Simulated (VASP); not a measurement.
The system is PbS (Galena).

```
Pb S
1.0
     0.00000    2.96575    2.96575
     2.96575    0.00000    2.96575
     2.96575    2.96575    0.00000
Pb S
1 1
Direct
  0.00000 0.00000 0.00000
  0.50000 0.50000 0.50000
```

Base run:

| Property | Result |
| --- | --- |
| Program | VASP 6.6.1 |
| Functional | revPBE |
| Potentials or basis | VASP PAW PBE potentials, release 64 (Pb_d, S) |
| Cutoff | 520 eV |
| k mesh | 6 × 6 × 6 |
| Occupations | gaussian, width 0.01 eV |
| Spin | no spin polarisation |

Its results: band gap on the k mesh 0.43 eV, direct; pressure 3.5 GPa.

Question: After a change of settings the same cell gave: band gap on the k mesh 0.21 eV, direct; pressure -2.6 GPa. Which change was it?
A. functional from revPBE to LDA; potentials or basis from VASP PAW PBE potentials, release 64 (Pb_d, S) to VASP PAW LDA potentials, release 64 (Pb_d, S)
B. functional from revPBE to RPBE; further incar settings from ALGO = Normal; EDIFF = 1e-06; NBANDS = 17 to ALGO = Normal; EDIFF = 1e-07; NBANDS = 17
C. functional from revPBE to r2SCAN

Answer: A.

Caveats: spin-orbit coupling is left out, which moves the levels of the heavy elements; the PAW data sets were made with another functional, which shifts forces and pressure a little (some runs).
